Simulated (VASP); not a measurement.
# As: relaxation of cell and atoms with PBE

As:

```
As
1.0
    -1.42382    1.42382    1.42382
     1.42382   -1.42382    1.42382
     1.42382    1.42382   -1.42382
As
1
Direct
  0.00000 0.00000 0.00000
```

```yaml
Program: VASP 6.6.1
Task: relaxation of cell and atoms
Functional: PBE
Potentials_or_basis: VASP PAW PBE potentials, release 64 (As)
Cutoff: 600 eV
k_mesh: 19 × 19 × 19
Occupations: fermi-dirac, width 0.05 eV
Spin: no spin polarisation
Target_pressure: 120 GPa
Dipole_correction: no
Further_INCAR_settings: ALGO = Normal; EDIFF = 1e-06; IBRION = 2; EDIFFG = -0.005; NSW = 32; ISIF = 3
```

| Item | Value |
| --- | --- |
| Relaxed volume | 11.62 Å³/atom |
| Relaxed cell | a = 2.471 Å, b = 2.471 Å, c = 2.471 Å, α = 109.47°, β = 109.47°, γ = 109.47° |
| Space group after relaxing (to 0.05 Å) | Im-3m (No. 229) |
| Energy change on relaxing (the enthalpy is what falls) | -53.8 meV/atom |
| Ionic steps | 3 |
| Pressure after relaxing | 119.9 GPa |

The path:
| step | energy change (eV) | largest force (eV/Å) | pressure (GPa) | volume (Å³) |
| --- | --- | --- | --- | --- |
| 1 | 0.0000 | 0.0000 | 123.09 | 11.55 |
| 2 | -0.2700 | 0.0000 | 107.35 | 11.92 |
| 3 | -0.0538 | 0.0000 | 119.94 | 11.62 |

Final structure:
```
As
1.0
    -1.42673    1.42673    1.42673
     1.42673   -1.42673    1.42673
     1.42673    1.42673   -1.42673
As
1
Cartesian
  0.0000 0.0000 0.0000
```

Levels at points of the mesh, in eV from the Fermi level:
```tsv
k point	band 1	band 2	band 3	band 4	band 5	band 6
(0.00, 0.00, 0.00)	-20.84	11.29	11.29	11.29	15.73	15.73
```

Wall time 10 s on 1 thread of Intel(R) Xeon(R) 6975P-C (Granite Rapids), on a shared host, peak memory 0.14 GiB.

Caveat: the cell is relaxed towards a set pressure, so the enthalpy falls and the energy may rise.
